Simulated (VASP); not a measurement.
# BaTiO3 (P4mm) in VASP: notebook, part 2 of 2

VASP 6.6.1. Earlier steps stand in the parts before.

### Step 3. Single point, LDA

Input file INCAR:

```
  PREC = Accurate
  ENCUT = 600
  EDIFF = 1E-6
  ISMEAR = 0
  SIGMA = 0.02
  LREAL = F
  LASPH = T
  NELM = 120
  ALGO = Normal
  ISIF = 2
  LWAVE = F
  LCHARG = F
  GGA = CA
  NBANDS = 28
  GGA_COMPAT = F
```

Input file KPOINTS:

```
regular mesh
0
Gamma
  6 6 6
```

Input file POSCAR:

```
BaTiO3
1.0
    3.9268330345      0.0000000000      0.0000000000
    0.0000000000      3.9268330345      0.0000000000
    0.0000000000      0.0000000000      3.9756384684
Ba Ti O
1 1 3
Direct
    0.5000000000      0.5000000000      0.5796440764
    0.0000000000      0.0000000000      0.0919413029
    0.0000000000      0.5000000000      0.0650226048
    0.5000000000      0.0000000000      0.0650226048
    0.0000000000      0.0000000000      0.5583664011
```

Potentials or basis: VASP PAW LDA potentials, release 64 (Ba_sv, Ti_sv, O).

Started as:

```sh
$ cat potpaw_LDA.64/Ba_sv/POTCAR potpaw_LDA.64/Ti_sv/POTCAR potpaw_LDA.64/O/POTCAR > POTCAR
$ mpirun -np 1 vasp_std > vasp.out
```

OUTCAR:

```text
PREC = Accurate
   ENCUT = 600
   EDIFF = 1E-6
   ISMEAR = 0
   LREAL = F
   LASPH = T
   NELM = 120
   ISIF = 2
   GGA = CA

 ion  position               nearest neighbor table
   1  0.500  0.500  0.580-   3 2.75   4 2.75   4 2.75   3 2.75   5 2.78   5 2.78   5 2.78   5 2.78
                             3 2.84   4 2.84   3 2.84   4 2.84   2 3.39   2 3.39   2 3.39   2 3.39
   2  0.000  0.000  0.092-   5 1.85   4 1.97   3 1.97   3 1.97   4 1.97   5 2.12   1 3.39   1 3.39
                             1 3.39   1 3.39   1 3.44   1 3.44   1 3.44   1 3.44
   3  0.000  0.500  0.065-   2 1.97   2 1.97   1 2.75   1 2.75   1 2.84   1 2.84
[... 952 lines left out ...]
  -------------------------------------------------------------------------------------
  Total        0.8448190      0.8448190      0.8689227      0.0000000      0.0000000      0.0000000
  in kB       22.0791571     22.0791571     22.7091035      0.0000000      0.0000000      0.0000000
  external PRESSURE =      22.2891392 kB  Pullay stress =       0.0000000 kB

 VOLUME and BASIS-vectors are now :
 -----------------------------------------------------------------------------
  energy-cutoff  :      600.00
  volume of cell :       61.30
      direct lattice vectors                 reciprocal lattice vectors
     3.926833034  0.000000000  0.000000000     0.254658141  0.000000000  0.000000000
     0.000000000  3.926833034  0.000000000     0.000000000  0.254658141  0.000000000
     0.000000000  0.000000000  3.975638468     0.000000000  0.000000000  0.251531926

 POSITION                                       TOTAL-FORCE (eV/Angst)
 -----------------------------------------------------------------------------------
      1.96342      1.96342      2.30446         0.000000      0.000000     -0.033267
      0.00000      0.00000      0.36553         0.000000      0.000000     -0.069626
      0.00000      1.96342      0.25851         0.000000     -0.000000      0.017415
      1.96342      0.00000      0.25851         0.000000     -0.000000      0.017415
      0.00000      0.00000      2.21986        -0.000000     -0.000000      0.068062
 -----------------------------------------------------------------------------------
    total drift:                                0.000000     -0.000000     -0.000363

  FREE ENERGIE OF THE ION-ELECTRON SYSTEM (eV)
  ---------------------------------------------------
  free  energy   TOTEN  =       -44.1635047879 eV

  energy  without entropy=      -44.1635047879  energy(sigma->0) =      -44.16350479
```

OSZICAR:

```text
N       E                     dE             d eps       ncg     rms          rms(c)
DAV:   1     0.439841944010E+03    0.43984E+03   -0.21119E+04  2248   0.167E+03
DAV:   2    -0.865765555230E+01   -0.44850E+03   -0.42695E+03  2556   0.448E+02
DAV:   3    -0.529096559944E+02   -0.44252E+02   -0.43866E+02  3160   0.137E+02
DAV:   4    -0.545275120098E+02   -0.16179E+01   -0.16146E+01  3300   0.236E+01
DAV:   5    -0.545518339893E+02   -0.24322E-01   -0.24313E-01  3068   0.269E+00    0.239E+01
DAV:   6    -0.444594564054E+02    0.10092E+02   -0.54368E+01  3096   0.682E+01    0.102E+01
DAV:   7    -0.443440309668E+02    0.11543E+00   -0.93992E+00  2916   0.230E+01    0.727E+00
DAV:   8    -0.441645908285E+02    0.17944E+00   -0.82590E-01  2808   0.860E+00    0.292E+00
DAV:   9    -0.441828397806E+02   -0.18249E-01   -0.21378E-01  3032   0.303E+00    0.125E+00
DAV:  10    -0.441640656114E+02    0.18774E-01   -0.10681E-01  2652   0.349E+00    0.262E-01
DAV:  11    -0.441635936294E+02    0.47198E-03   -0.40405E-03  2776   0.526E-01    0.593E-02
DAV:  12    -0.441635407764E+02    0.52853E-04   -0.21283E-04  2816   0.108E-01    0.415E-02
DAV:  13    -0.441635071790E+02    0.33597E-04   -0.24050E-04  2696   0.159E-01    0.206E-02
DAV:  14    -0.441635049532E+02    0.22258E-05   -0.35638E-05  2792   0.491E-02    0.613E-03
DAV:  15    -0.441635047879E+02    0.16529E-06   -0.45866E-06  2612   0.181E-02
   1 F= -.44163505E+02 E0= -.44163505E+02  d E =-.632369E-60
```

stdout:

```text
POSCAR found type information on POSCAR BaTiO
 POSCAR found :  3 types and       5 ions
 scaLAPACK will be used
 LDA part: xc-table for (Slater(with rela. corr.)+CA(PZ))
 , standard interpolation
 POSCAR, INCAR and KPOINTS ok, starting setup
 FFT: planning ... GRIDC
 FFT: planning ... GRID_SOFT
 FFT: planning ... GRID
 WAVECAR not read
 entering main loop
```

Run time: 90 s. Hardware: 1 thread of Oxide Virtual Turin-like, shared host; peak memory 0.18 GiB.

Results:

| Quantity | Value |
| --- | --- |
| Free energy | -44.1635 eV |
| Pressure | 2.2 GPa |
| Largest force | 0.070 eV/Å |
| Band gap on the k mesh | 1.77 eV (least direct gap 2.06 eV) |

Forces in eV/Å, atoms in the order of the input:
```
Ba   0.000  0.000 -0.033
Ti   0.000  0.000 -0.070
O    0.000  0.000  0.017
O    0.000  0.000  0.017
O    0.000  0.000  0.068
```

Levels at points of the mesh, in eV from the valence-band top:
```csv
k point,band 16,band 17,band 18,band 19,band 20,band 21,band 22,band 23,band 24,band 25
"(0.00, 0.00, 0.00)",-1.37,-1.27,-0.31,-0.29,-0.29,1.77,2.03,2.03,4.36,4.41
"(0.50, 0.00, 0.00)",-2.13,-1.97,-1.82,-1.02,-0.89,2.19,3.71,3.76,4.39,6.35
"(0.50, 0.50, 0.00)",-3.02,-1.78,-0.94,-0.94,-0.09,3.78,3.78,4.17,5.04,7.99
"(0.00, 0.00, 0.50)",-2.07,-2.03,-2.03,-0.72,-0.72,1.95,3.73,3.73,4.37,6.48
"(0.50, 0.00, 0.50)",-2.93,-1.73,-0.91,-0.89,-0.22,3.74,3.74,4.12,5.27,7.96
"(0.50, 0.50, 0.50)",-2.43,-2.43,-0.13,-0.13,0.00,4.43,4.43,4.46,6.69,6.81
```

Caveat: spin-orbit coupling is left out, which moves the levels of the heavy elements.
